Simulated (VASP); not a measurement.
Wanted: the native input for a VASP 6.6.1 run.

```yaml
Task: single point
Functional: PBE
Potentials_or_basis: VASP PAW PBE potentials, release 64 (Nd_3, Al, O), 4f in core
Cutoff: 600 eV
k_mesh: 6 × 6 × 6
Occupations: gaussian, width 0.1 eV
Spin: no spin polarisation
Dipole_correction: no
Mended: yes
Further_INCAR_settings: ALGO = Normal; EDIFF = 1e-06; NBANDS = 41
```

The structure of Nd2AlO lies in POSCAR:

```
Nd2AlO
1.0
    0.0000000000      5.1758948435      5.1758948435
    5.1758948435      0.0000000000      5.1758948435
    5.1758948435      5.1758948435      0.0000000000
Nd Al O
4 2 2
Direct
    0.6250000000      0.6250000000      0.6250000000
    0.6250000000      0.6250000000      0.1250000000
    0.6250000000      0.1250000000      0.6250000000
    0.1250000000      0.6250000000      0.6250000000
    0.2500000000      0.2500000000      0.2500000000
    0.0000000000      0.0000000000      0.0000000000
    0.7500000000      0.7500000000      0.7500000000
    0.5000000000      0.5000000000      0.5000000000
```

The cell was built from a structure type or drawn by symmetry, and may not be a known phase.

These files were run (other wordings do the same):

INCAR

```
SYSTEM = Nd2AlO
ALGO = Normal ; EDIFF = 1E-6
ENCUT = 600 ; GGA = PE
GGA_COMPAT = .FALSE. ; ISIF = 2
ISMEAR = 0 ; LASPH = .TRUE.
LCHARG = .TRUE. ; LELF = .TRUE.
LMAXMIX = 6 ; LREAL = .FALSE.
LVHAR = .TRUE. ; LWAVE = .FALSE.
NBANDS = 41 ; NELM = 200
PREC = Accurate ; SIGMA = 0.1
```

KPOINTS

```
k-points
0
G
  6 6 6
  0 0 0
```

Potentials or basis: VASP PAW PBE potentials, release 64 (Nd_3, Al, O), 4f in core.

Launch:

```bash
$ cat potpaw_PBE.64/Nd_3/POTCAR potpaw_PBE.64/Al/POTCAR potpaw_PBE.64/O/POTCAR > POTCAR
$ mpirun -np 1 vasp_std > vasp.out
```

Results of the run:

- Pressure: 0.1 GPa
- Band gap on the k mesh: zero (bands 31 and 32 overlap by 0.33 eV)

Caveat: spin-orbit coupling is left out, which moves the levels of the heavy elements; the 4f electrons are frozen in the core, so they carry no moment and show no levels; the run has no spin polarisation, though such a crystal can be magnetic.

Wall time 2.8 min on 1 thread of Intel(R) Xeon(R) 6975P-C (Granite Rapids) (shared host), peak memory 0.56 GiB.
